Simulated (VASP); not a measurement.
Input of a VASP 6.6.1 run:

The input INCAR:

```
ALGO = Normal
EDIFF = 1E-6
ENCUT = 500
GGA = PE
GGA_COMPAT = False
ISIF = 2
ISMEAR = 0
LASPH = True
LCHARG = False
LREAL = False
LWAVE = False
NBANDS = 15
NELM = 120
PREC = Accurate
SIGMA = 0.01
```

File KPOINTS:

```
k-points
0
Gamma
  6 6 6
```

The input POSCAR:

```
RbCl
1.0
    0.0000000000      3.3057264366      3.3057264366
    3.3057264366      0.0000000000      3.3057264366
    3.3057264366      3.3057264366      0.0000000000
Rb Cl
1 1
Direct
    0.0000000000      0.0000000000      0.0000000000
    0.5000000000      0.5000000000      0.5000000000
```

Potentials or basis: VASP PAW PBE potentials, release 64 (Rb_sv, Cl).

The run is started by

```console
$ cat potpaw_PBE.64/Rb_sv/POTCAR potpaw_PBE.64/Cl/POTCAR > POTCAR
$ mpirun -np 1 vasp_std > vasp.out
```

(1) What does it give for the pressure?

(2) Predict the band gap on the k mesh.

Results:

(1) 0.6 GPa.

(2) 4.95 eV.
